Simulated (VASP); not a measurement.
# LiNb3P (P4/mmm) in VASP: notebook, part 2 of 2

VASP 6.6.1. The steps go on from the part before.

### 3 Single point, PBE

This run uses another cell than the first one, of 19.14 Å³/atom, 1.112 times its volume.

INCAR reads:

```
PREC = Accurate
ENCUT = 520
EDIFF = 1E-6
ISMEAR = 0
SIGMA = 0.1
LREAL = False
LASPH = True
NELM = 100
ALGO = Normal
ISIF = 2
LWAVE = False
LCHARG = False
GGA = PE
NBANDS = 32
```

KPOINTS reads:

```
regular mesh
0
Gamma
  4 4 4
```

POSCAR reads:

```
LiNb3P
1.0
    3.7414082400      0.0000000000      0.0000000000
    0.0000000000      3.7414082400      0.0000000000
    0.0000000000      0.0000000000      6.8358200800
Li Nb P
1 3 1
Direct
    0.0000000000      0.0000000000      0.0000000000
    0.5000000000      0.5000000000      0.0000000000
    0.5000000000      0.5000000000      0.3156590000
    0.5000000000      0.5000000000      0.6843410000
    0.0000000000      0.0000000000      0.5000000000
```

Potentials or basis: VASP PAW PBE potentials, release 64 (Li_sv, Nb_sv, P).

Command:

```bash
$ cat potpaw_PBE.64/Li_sv/POTCAR potpaw_PBE.64/Nb_sv/POTCAR potpaw_PBE.64/P/POTCAR > POTCAR
$ mpirun -np 1 vasp_std > vasp.out
```

OUTCAR:

```text
PREC = Accurate
   ENCUT = 520
   EDIFF = 1E-6
   ISMEAR = 0
   LREAL = False
   LASPH = True
   NELM = 100
   ISIF = 2
   GGA = PE

 ion  position               nearest neighbor table
   1  0.000  0.000  0.000-   2 2.65   2 2.65   2 2.65   2 2.65
   2  0.500  0.500  0.000-   3 2.16   4 2.16   1 2.65   1 2.65   1 2.65   1 2.65
   3  0.500  0.500  0.316-   2 2.16   4 2.52   5 2.93   5 2.93   5 2.93   5 2.93
   4  0.500  0.500  0.684-   2 2.16   3 2.52   5 2.93   5 2.93   5 2.93   5 2.93
   5  0.000  0.000  0.500-   3 2.93   4 2.93   3 2.93   4 2.93   3 2.93   4 2.93   3 2.93   4 2.93

  LATTYP: Found a simple tetragonal cell.
 ALAT       =     3.7414082400
 C/A-ratio  =     1.8270714238

  Lattice vectors:

 A1 = (   3.7414082400,   0.0000000000,   0.0000000000)
 A2 = (   0.0000000000,   3.7414082400,   0.0000000000)
 A3 = (   0.0000000000,   0.0000000000,   6.8358200800)

Analysis of symmetry for initial positions (statically):
=====================================================================
 Subroutine PRICEL returns:
 Original cell was already a primitive cell.

 Routine SETGRP: Setting up the symmetry group for a
 simple tetragonal supercell.

 Subroutine GETGRP returns: Found 16 space group operations
 (whereof 16 operations were pure point group operations)
 out of a pool of 16 trial point group operations.

The static configuration has the point symmetry D_4h.

Analysis of symmetry for dynamics (positions and initial velocities):
=====================================================================
 Subroutine PRICEL returns:
 Original cell was already a primitive cell.

 Routine SETGRP: Setting up the symmetry group for a
 simple tetragonal supercell.

 Subroutine GETGRP returns: Found 16 space group operations
 (whereof 16 operations were pure point group operations)
 out of a pool of 16 trial point group operations.

The dynamic configuration has the point symmetry D_4h.

 Subroutine INISYM returns: Found 16 space group operations
 (whereof 16 operations are pure point group operations),
 and found     1 'primitive' translations

----------------------------------------------------------------------------------------

                                     Primitive cell

  volume of cell :      95.6887

  direct lattice vectors                    reciprocal lattice vectors
     3.741408240  0.000000000  0.000000000     0.267279039  0.000000000  0.000000000
     0.000000000  3.741408240  0.000000000     0.000000000  0.267279039  0.000000000
     0.000000000  0.000000000  6.835820080     0.000000000  0.000000000  0.146288227

  length of vectors
     3.741408240  3.741408240  6.835820080     0.267279039  0.267279039  0.146288227

  position of ions in fractional coordinates (direct lattice)
     0.000000000  0.000000000  0.000000000
     0.500000000  0.500000000  0.000000000
     0.500000000  0.500000000  0.315659000
     0.500000000  0.500000000  0.684341000
     0.000000000  0.000000000  0.500000000

  ion indices of the primitive-cell ions
   primitive index   ion index
                 1           1
                 2           2
[... 25 lines left out ...]
 Subroutine IBZKPT returns following result:
 ===========================================

 Found     18 irreducible k-points:

 Following reciprocal coordinates:
            Coordinates               Weight
  0.000000  0.000000  0.000000      1.000000
  0.250000  0.000000  0.000000      4.000000
  0.500000  0.000000  0.000000      2.000000
  0.250000  0.250000  0.000000      4.000000
  0.500000  0.250000  0.000000      4.000000
  0.500000  0.500000  0.000000      1.000000
[... 10 lines left out ...]
  0.500000  0.250000  0.500000      4.000000
  0.500000  0.500000  0.500000      1.000000
   k-points           NKPTS =     18   k-points in BZ     NKDIM =     18   number of bands    NBANDS=     32
   number of dos      NEDOS =    301   number of ions     NIONS =      5
   total plane-waves  NPLWV =  42336
   dimension x,y,z NGX =    28 NGY =   28 NGZ =   54
   dimension x,y,z NGXF=    56 NGYF=   56 NGZF=  108
   ions per type =               1   3   1
   NGX,Y,Z   is equivalent  to a cutoff of  12.44, 12.44, 13.13 a.u.
   NGXF,Y,Z  is equivalent  to a cutoff of  24.88, 24.88, 26.27 a.u.
 SYSTEM =  unknown system
   PREC   = accura    normal or accurate (medium, high low for compatibility)
   ISTART =      0    job   : 0-new  1-cont  2-samecut
   ICHARG =      2    charge: 1-file 2-atom 10-const
   ISPIN  =      1    spin polarized calculation?
   LNONCOLLINEAR =      F non collinear calculations
   LSORBIT =      F    spin-orbit coupling
   LASPH  =      T    aspherical Exc in radial PAW
   ENCUT  =  520.0 eV  38.22 Ry    6.18 a.u.   6.96  6.96 12.71*2*pi/ulx,y,z
   NELM   =    100;   NELMIN=  2; NELMDL= -5     # of ELM steps
   EDIFF  = 0.1E-05   stopping-criterion for ELM
   LREAL  =      F    real-space projection
   EDIFFG = 0.1E-04   stopping-criterion for IOM
   NSW    =      0    number of steps for IOM
   IBRION =     -1    ionic relax: 0-MD 1-quasi-New 2-CG
   NFREE  =      0    steps in history (QN), initial steepest desc. (CG)
   ISIF   =      2    stress and relaxation
   ISYM   =      2    0-nonsym 1-usesym 2-fastsym
   POTIM  = 0.5000    time-step for ionic-motion
   TEBEG  =    0.0;   TEEND  =   0.0 temperature during run
   PSTRESS=    0.0 pullay stress
   NELECT =      47.0000    total number of electrons
   NUPDOWN=      -1.0000    fix difference up-down
   EMIN   =  10.00;   EMAX   =-10.00  energy-range for DOS
   EFERMI =   0.00;   METHOD = LEGACY
   ISMEAR =     0;   SIGMA  =   0.10  broadening in eV -4-tet -1-fermi 0-gaus
   EFERMI_NEDOS =   21; number of points for ismear=-14 and -15
   IALGO  =     38    algorithm
   IMIX   =      4    mixing-type and parameters
     AMIX     =   0.40;   BMIX     =  1.00
     AMIX_MAG =   1.60;   BMIX_MAG =  1.00
  volume/ion in A,a.u.               =      19.14       129.15
  Fermi-wavevector in a.u.,A,eV,Ry     =   1.291677  2.440915 22.700352  1.668429
  Thomas-Fermi vector in A             =   2.423432
   LORBIT       =      0    0 simple, 1 ext, 2 COOP (PROOUT), +10 PAW based schemes
   GGA     = PE    functional components
   LHFCALC =     F    Hartree Fock is set to
   AEXX    =    0.0000 exact exchange contribution
   IVDW    =     0    specifies the selected vdW correction
   LEPSILON=     F    determine dielectric tensor
   LRPA    =     F    only Hartree local field effects (RPA)
 non-spin polarized calculation
 Gauss-broadening in eV      SIGMA  =   0.10
  energy-cutoff  :      520.00
  volume of cell :       95.69
 maximum number of plane-waves:      2600
 NGX is ok and might be reduce to    28

 number of electron      46.9999997 magnetization

 Free energy of the ion-electron system (eV)
  ---------------------------------------------------
  ext. energy  EPLUGINS =         0.00000000
  ---------------------------------------------------
  free energy    TOTEN  =       -33.28536800 eV

  energy without entropy =      -33.25764751  energy(sigma->0) =      -33.27150775

 E-fermi :   7.6725     XC(G=0): -10.7101

 val. band max:        7.6294585423   @ k =   0.2500   0.2500   0.0000
 cond. band min:       7.6746838151   @ k =   0.5000   0.2500   0.5000
 fundamental gap:      0.0452252728
 Fermi energy:         7.6724983329

 k-point     1 :       0.0000    0.0000    0.0000
  band No.  band energies     occupation
      1     -47.7542      2.00000
      2     -47.3363      2.00000
      3     -46.2738      2.00000
      4     -37.6132      2.00000
      5     -25.4675      2.00000
      6     -24.2655      2.00000
[... 619 lines left out ...]
     31      11.0660      0.00000
     32      11.7391      0.00000

------------------------ aborting loop because EDIFF is reached ----------------------------------------

  FORCE on cell =-STRESS in cart. coord.  units (eV):
  Direction    XX          YY          ZZ          XY          YZ          ZX
  --------------------------------------------------------------------------------------
  -------------------------------------------------------------------------------------
  Total       -8.1558997     -8.1558997     23.0339126      0.0000000     -0.0000000      0.0000000
  in kB     -136.5594123   -136.5594123    385.6714369      0.0000000     -0.0000000      0.0000000
  external PRESSURE =      37.5175374 kB  Pullay stress =       0.0000000 kB

 VOLUME and BASIS-vectors are now :
 -----------------------------------------------------------------------------
  energy-cutoff  :      520.00
  volume of cell :       95.69
      direct lattice vectors                 reciprocal lattice vectors
     3.741408240  0.000000000  0.000000000     0.267279039  0.000000000  0.000000000
     0.000000000  3.741408240  0.000000000     0.000000000  0.267279039  0.000000000
     0.000000000  0.000000000  6.835820080     0.000000000  0.000000000  0.146288227

 POSITION                                       TOTAL-FORCE (eV/Angst)
 -----------------------------------------------------------------------------------
      0.00000      0.00000      0.00000         0.000000      0.000000     -0.000000
      1.87070      1.87070      0.00000         0.000000      0.000000     -0.000000
      1.87070      1.87070      2.15779         0.000000      0.000000      2.947148
      1.87070      1.87070      4.67803         0.000000     -0.000000     -2.947148
      0.00000      0.00000      3.41791         0.000000      0.000000     -0.000000
 -----------------------------------------------------------------------------------
    total drift:                                0.000000      0.000000      0.000000

  FREE ENERGIE OF THE ION-ELECTRON SYSTEM (eV)
  ---------------------------------------------------
  free  energy   TOTEN  =       -33.2853679964 eV

  energy  without entropy=      -33.2576475108  energy(sigma->0) =      -33.27150775
```

stdout:

```text
POSCAR found type information on POSCAR LiNbP
 POSCAR found :  3 types and       5 ions
 scaLAPACK will be used
 LDA part: xc-table for (Slater+PW92), standard interpolation
 POSCAR, INCAR and KPOINTS ok, starting setup
 FFT: planning ... GRIDC
 FFT: planning ... GRID_SOFT
 FFT: planning ... GRID
 WAVECAR not read
 entering main loop
```

Run time: 33 s. Hardware: 1 thread of Intel Xeon 6975P-C (Granite Rapids), shared host; peak memory 0.21 GiB.

Results:

```
Free energy   : -33.2854 eV
Largest force : 2.947 eV/Å
```

Forces in eV/Å, atoms in the order of the input:
```
Li   0.000  0.000  0.000
Nb   0.000  0.000  0.000
Nb   0.000  0.000  2.947
Nb   0.000  0.000 -2.947
P    0.000  0.000  0.000
```

Levels at points of the mesh, in eV from the Fermi level:
```tsv
k point	band 21	band 22	band 23	band 24	band 25	band 26
(0.00, 0.00, 0.00)	-1.68	-1.68	-0.43	0.14	0.17	1.17
(0.50, 0.00, 0.00)	-1.65	-1.57	-1.07	-1.03	0.26	0.44
(0.50, 0.50, 0.00)	-1.21	-0.75	-0.75	1.35	2.17	2.24
(0.00, 0.00, 0.50)	-1.14	-0.56	-0.56	-0.52	0.45	0.55
(0.50, 0.00, 0.50)	-0.67	-0.66	-0.52	-0.11	0.76	1.26
(0.50, 0.50, 0.50)	-0.52	-0.39	-0.39	-0.06	0.96	1.67
```

Caveat: the k points lie up to 0.42 Å⁻¹ apart; the cutoff is under 1.25 times the usual one of these potentials, so pressure, stress and relaxed cells hold a basis-set (Pulay) error; forces of over 1 eV/Å act on the atoms, so gaps and moduli don't describe the material at rest.

### 4 Single point, PBE

This run uses another cell than the first one, of the same volume but with other edges.

INCAR reads:

```
PREC     = Accurate       # precision mode
ENCUT    = 520            # plane-wave cutoff, eV
EDIFF    = 1E-6           # SCF threshold, eV
ISMEAR   = 0              # smearing method
SIGMA    = 0.1            # smearing width, eV
LREAL    = False          # projectors in reciprocal space
LASPH    = True           # aspherical terms in the spheres
NELM     = 80             # most SCF steps
ALGO     = Normal         # electronic algorithm
ISIF     = 2              # what is computed and relaxed
LWAVE    = False          # write WAVECAR
LCHARG   = False          # write CHGCAR
GGA      = PE             # functional
NBANDS   = 32             # bands
```

KPOINTS reads:

```
regular mesh
0
Gamma
  6 6 2
```

POSCAR reads:

```
LiNb3P
1.0
    3.3296297174      0.0000000000      0.0000000000
    0.0000000000      3.3296297174      0.0000000000
    0.0000000000      0.0000000000      7.7682878014
Li Nb P
1 3 1
Direct
    0.0000000000      0.0000000000      0.0000000000
    0.5000000000      0.5000000000      0.0000000000
    0.5000000000      0.5000000000      0.3280045197
    0.5000000000      0.5000000000      0.6719954803
    0.0000000000      0.0000000000      0.5000000000
```

Potentials or basis: VASP PAW PBE potentials, release 64 (Li_sv, Nb_sv, P).

Command:

```bash
$ cat potpaw_PBE.64/Li_sv/POTCAR potpaw_PBE.64/Nb_sv/POTCAR potpaw_PBE.64/P/POTCAR > POTCAR
$ mpirun -np 1 vasp_std > vasp.out
```

OUTCAR:

```text
PREC = Accurate
   ENCUT = 520
   EDIFF = 1E-6
   ISMEAR = 0
   LREAL = False
   LASPH = True
   NELM = 80
   ISIF = 2
   GGA = PE

 ion  position               nearest neighbor table
   1  0.000  0.000  0.000-   2 2.35   2 2.35   2 2.35   2 2.35
   2  0.500  0.500  0.000-   1 2.35   1 2.35   1 2.35   1 2.35   4 2.55   3 2.55
   3  0.500  0.500  0.328-   2 2.55   4 2.67   5 2.71   5 2.71   5 2.71   5 2.71
   4  0.500  0.500  0.672-   2 2.55   3 2.67   5 2.71   5 2.71   5 2.71   5 2.71
   5  0.000  0.000  0.500-   3 2.71   4 2.71   3 2.71   4 2.71   3 2.71   4 2.71   3 2.71   4 2.71

  LATTYP: Found a simple tetragonal cell.
 ALAT       =     3.3296297174
 C/A-ratio  =     2.3330785885

  Lattice vectors:

 A1 = (   3.3296297174,   0.0000000000,   0.0000000000)
 A2 = (   0.0000000000,   3.3296297174,   0.0000000000)
 A3 = (   0.0000000000,   0.0000000000,   7.7682878014)

Analysis of symmetry for initial positions (statically):
=====================================================================
 Subroutine PRICEL returns:
 Original cell was already a primitive cell.

 Routine SETGRP: Setting up the symmetry group for a
[... 171 lines left out ...]

 val. band max:        8.7946152293   @ k =   0.1667   0.1667   0.0000
 cond. band min:       8.8121824559   @ k =   0.5000   0.3333   0.0000
 fundamental gap:      0.0175672265
 Fermi energy:         8.7981603522

 k-point     1 :       0.0000    0.0000    0.0000
  band No.  band energies     occupation
      1     -46.1455      2.00000
      2     -46.0170      2.00000
      3     -45.4072      2.00000
      4     -36.5182      2.00000
      5     -22.5163      2.00000
      6     -22.4487      2.00000
[... 689 lines left out ...]
     31      12.9156      0.00000
     32      12.9157      0.00000

------------------------ aborting loop because EDIFF is reached ----------------------------------------

  FORCE on cell =-STRESS in cart. coord.  units (eV):
  Direction    XX          YY          ZZ          XY          YZ          ZX
  --------------------------------------------------------------------------------------
  -------------------------------------------------------------------------------------
  Total       -0.2229568     -0.2229568      0.0104281      0.0000000      0.0000000     -0.0000000
  in kB       -4.1477652     -4.1477652      0.1939990      0.0000000      0.0000000     -0.0000000
  external PRESSURE =      -2.7005105 kB  Pullay stress =       0.0000000 kB

 VOLUME and BASIS-vectors are now :
 -----------------------------------------------------------------------------
  energy-cutoff  :      520.00
  volume of cell :       86.12
      direct lattice vectors                 reciprocal lattice vectors
     3.329629717  0.000000000  0.000000000     0.300333696  0.000000000  0.000000000
     0.000000000  3.329629717  0.000000000     0.000000000  0.300333696  0.000000000
     0.000000000  0.000000000  7.768287801     0.000000000  0.000000000  0.128728495

 POSITION                                       TOTAL-FORCE (eV/Angst)
 -----------------------------------------------------------------------------------
      0.00000      0.00000      0.00000         0.000000      0.000000      0.000000
      1.66481      1.66481      0.00000         0.000000      0.000000      0.000000
      1.66481      1.66481      2.54803         0.000000      0.000000      0.008276
      1.66481      1.66481      5.22025         0.000000     -0.000000     -0.008276
      0.00000      0.00000      3.88414         0.000000      0.000000      0.000000
 -----------------------------------------------------------------------------------
    total drift:                                0.000000      0.000000      0.000000

  FREE ENERGIE OF THE ION-ELECTRON SYSTEM (eV)
  ---------------------------------------------------
  free  energy   TOTEN  =       -35.3042465628 eV

  energy  without entropy=      -35.2711592664  energy(sigma->0) =      -35.28770291
```

OSZICAR:

```text
N       E                     dE             d eps       ncg     rms          rms(c)
DAV:   1     0.535363218829E+03    0.53536E+03   -0.24067E+04  1288   0.147E+03
DAV:   2     0.979313251784E+01   -0.52557E+03   -0.50527E+03  1496   0.576E+02
DAV:   3    -0.361092198150E+02   -0.45902E+02   -0.43639E+02  2392   0.119E+02
DAV:   4    -0.392974618842E+02   -0.31882E+01   -0.31369E+01  2080   0.291E+01
DAV:   5    -0.394632550412E+02   -0.16579E+00   -0.16525E+00  2248   0.702E+00    0.143E+01
DAV:   6    -0.443965002751E+02   -0.49332E+01   -0.55700E+01  2080   0.349E+01    0.144E+01
DAV:   7    -0.353489870806E+02    0.90475E+01   -0.17142E+01  1920   0.200E+01    0.452E+00
DAV:   8    -0.352945968993E+02    0.54390E-01   -0.19888E+00  2168   0.700E+00    0.203E+00
DAV:   9    -0.352998786310E+02   -0.52817E-02   -0.16515E-01  2224   0.228E+00    0.128E+00
DAV:  10    -0.353101631429E+02   -0.10285E-01   -0.51537E-02  1848   0.187E+00    0.595E-01
DAV:  11    -0.353043240442E+02    0.58391E-02   -0.21875E-02  1888   0.107E+00    0.214E-01
DAV:  12    -0.353042331582E+02    0.90886E-04   -0.16137E-03  2080   0.324E-01    0.540E-02
DAV:  13    -0.353042413733E+02   -0.82150E-05   -0.27614E-04  2128   0.119E-01    0.182E-02
DAV:  14    -0.353042464014E+02   -0.50282E-05   -0.42650E-05  2272   0.437E-02    0.118E-02
DAV:  15    -0.353042465628E+02   -0.16139E-06   -0.63087E-06  1776   0.165E-02
   1 F= -.35304247E+02 E0= -.35287703E+02  d E =-.330873E-01
```

Run time: 35 s. Hardware: 1 thread of Intel Xeon 6975P-C (Granite Rapids), shared host; peak memory 0.22 GiB.

What came out:

- Free energy: -35.3042 eV
- Largest force: 0.008 eV/Å

Forces in eV/Å, atoms in the order of the input:
```
Li   0.000  0.000  0.000
Nb   0.000  0.000  0.000
Nb   0.000  0.000  0.008
Nb   0.000  0.000 -0.008
P    0.000  0.000  0.000
```

Levels at points of the mesh, in eV from the Fermi level:
```csv
k point,band 21,band 22,band 23,band 24,band 25,band 26
"(0.00, 0.00, 0.00)",-1.06,-1.00,0.30,0.30,0.39,0.45
"(0.50, 0.00, 0.00)",-1.75,-1.61,-0.14,0.12,0.49,0.60
"(0.50, 0.50, 0.00)",-1.07,0.24,0.24,1.94,2.99,2.99
"(0.00, 0.00, 0.50)",-1.69,-0.90,-0.85,-0.43,0.97,0.97
"(0.50, 0.00, 0.50)",-0.97,-0.81,-0.77,-0.69,-0.17,0.83
"(0.50, 0.50, 0.50)",-0.68,-0.53,-0.03,-0.03,1.12,3.10
```

Caveat: the k points lie up to 0.40 Å⁻¹ apart; the cutoff is under 1.25 times the usual one of these potentials, so pressure, stress and relaxed cells hold a basis-set (Pulay) error.

### 5 The runs side by side

```csv
cell,k mesh,gap on the mesh (eV),largest force (eV/Å)
"a = 3.388, b = 3.388, c = 7.493 Å, 5 atoms",4 × 4 × 4,none,0.01
"a = 3.741, b = 3.741, c = 6.836 Å, 5 atoms",4 × 4 × 4,none,2.95
"a = 3.330, b = 3.330, c = 7.768 Å, 5 atoms",6 × 6 × 2,none,0.01
```

Alike in all rows: task single point; level PBE; potentials or basis VASP PAW PBE potentials, release 64 (Li_sv, Nb_sv, P); no spin polarisation; cutoff (eV) 520; smearing gaussian 0.1 eV.

Caveats: all runs use coarse meshes; the cutoff is under 1.25 times the usual one of these potentials, so pressure, stress and relaxed cells hold a basis-set (Pulay) error; forces of over 1 eV/Å act on the atoms, so gaps and moduli don't describe the material at rest (some runs).

Absolute energies hang on the potentials; compare differences alone.
